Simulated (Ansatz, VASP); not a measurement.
## Sn4S: VASP beside Ansatz

```
CELL_PARAMETERS angstrom
-3.38553 3.38553 3.38553
3.38553 -3.38553 3.38553
3.38553 3.38553 -3.38553
ATOMIC_POSITIONS crystal
Sn 0.00000 0.63058 0.00000
Sn 0.36942 0.36942 0.36942
Sn 0.00000 0.00000 0.63058
Sn 0.63058 0.00000 0.00000
S 0.00000 0.00000 0.00000
```

Change from the starting cell: species swapped into the GeF4 type (I-43m, No. 217).

Alike in both runs: task relaxation of cell and atoms; functional PBE; k mesh 4 × 4 × 4; occupations gaussian, width 0.1 eV; no spin polarisation.

|  | VASP | Ansatz |
| --- | --- | --- |
| version | VASP 6.6.1 | Ansatz 0.2.0 |
| potentials or method | VASP PAW PBE potentials, release 64 (Sn_d, S), cutoff 600 eV | scalar-relativistic, plane waves, PAW |
| valence electrons in the cell | 62 | 62 |

VASP gave:

```
gap on the k mesh at the Fermi level, each at its own relaxed structure (eV) : none
relaxed volume (Å³/atom)                                                     : 29.39
relaxed cell length with the largest relative difference (Å)                 : 5.758
```

Problem. Estimate Ansatz's values.

Solution. gap on the k mesh at the Fermi level, each at its own relaxed structure (eV): none; relaxed volume (Å³/atom): 29.41; relaxed cell length with the largest relative difference (Å): 5.759.

A gap of «none» marks a metal or a gap that the smearing closes.
